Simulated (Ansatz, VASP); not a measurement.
SnO in VASP and in Ansatz

```
Sn O
1.0
     0.00609    2.70821    2.70821
     2.70821    0.00609    2.70821
     2.71431    2.71431    0.00000
Sn O
1 1
Cartesian
  0.0000 0.0000 0.0058
  1.3572 1.3572 1.3483
```

Change from the starting cell: shear_xy strain +0.5%.

Alike in both runs: task single point; functional PBE; k mesh 8 × 8 × 8; occupations fermi-dirac, width 0.02 eV; no spin polarisation.

|  | VASP | Ansatz |
| --- | --- | --- |
| version | VASP 6.6.1 | Ansatz 0.2.0 |
| potentials or method | VASP PAW PBE potentials, release 64 (Sn_d, O) | plane waves, PAW |
| plane-wave cutoff (eV) | 520 | 420 |
| valence electrons in the cell | 20 | 20 |

```csv
,VASP,Ansatz,Ansatz less VASP
pressure (GPa),2.4,2.4,-0.07
"traceless stress, the component that is largest in VASP (GPa)",0.35,0.35,+0.002
```
